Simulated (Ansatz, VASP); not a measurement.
## MoH2 in VASP and in Ansatz

Contents of INCAR:

```
PREC = Accurate
ENCUT = 600
EDIFF = 1E-7
ISMEAR = 0
SIGMA = 0.1
LREAL = False
LASPH = True
NELM = 100
ALGO = Normal
ISIF = 3
LWAVE = False
LCHARG = False
GGA = PE
IBRION = 2
NSW = 90
EDIFFG = -0.04
```

The input KPOINTS:

```
Automatic mesh
0
Gamma
  6 6 6
```

Contents of POSCAR:

```
MoH2
1.0
    3.1376458100      0.0000000000      0.0000000000
   -1.5688229000      2.7172809800      0.0000000000
    0.0000000000      0.0000000000      3.5061945400
H Mo
2 1
Direct
    0.3333333300      0.6666666700      0.5000000000
    0.6666666700      0.3333333300      0.5000000000
    0.0000000000      0.0000000000      0.0000000000
```

Input for Ansatz:

```yaml
crystal:
  lattice:
    - [3.13764581, 0.0, 0.0]
    - [-1.5688229, 2.71728098, 0.0]
    - [0.0, 0.0, 3.50619454]
  atoms:
    - { symbol: H, position: [0.33333333, 0.66666667, 0.5] }
    - { symbol: H, position: [0.66666667, 0.33333333, 0.5] }
    - { symbol: Mo, position: [0.0, 0.0, 0.0] }
basis:
  ecutwfc: 420
kpoints:
  mp_grid: { grid: [6, 6, 6] }
hamiltonian:
  xc: pbe
scf:
  occupations: { method: gaussian, width: 0.1 }
  lower_state_search: "off"
output:
  forces: true
  stress: true
  eigenvalues: true
relax:
  adjacent_minimum: "off"
  f_tol: 0.04
  max_steps: 70
  cell: { stress_tol: 0.4 }
```

Change from the starting cell: species swapped into the ScB2 type (P6/mmm, No. 191).

Alike in both runs: task relaxation of cell and atoms; functional PBE; k mesh 6 × 6 × 6; occupations gaussian, width 0.1 eV; no spin polarisation.

|  | VASP | Ansatz |
| --- | --- | --- |
| version | VASP 6.6.1 | Ansatz 0.2.0 |
| potentials or method | VASP PAW PBE potentials, release 64 (H, Mo_sv), cutoff 600 eV | scalar-relativistic, plane waves, PAW |
| valence electrons in the cell | 16 | 16 |

Ansatz gave:

```
gap on the k mesh at the Fermi level, each at its own relaxed structure (eV) : none
relaxed volume (Å³/atom)                                                     : 6.90
relaxed cell length with the largest relative difference (Å)                 : 2.984
```

Task: Estimate VASP's values.

Result: gap on the k mesh at the Fermi level, each at its own relaxed structure (eV): none; relaxed volume (Å³/atom): 6.89; relaxed cell length with the largest relative difference (Å): 2.988.

A gap of «none» marks a metal or a gap that the smearing closes.

The k mesh is coarse, so the values compare programs but aren't converged. Noted on VASP's run: the volume moved by over 15 % at a fixed basis, so the end points are rough.
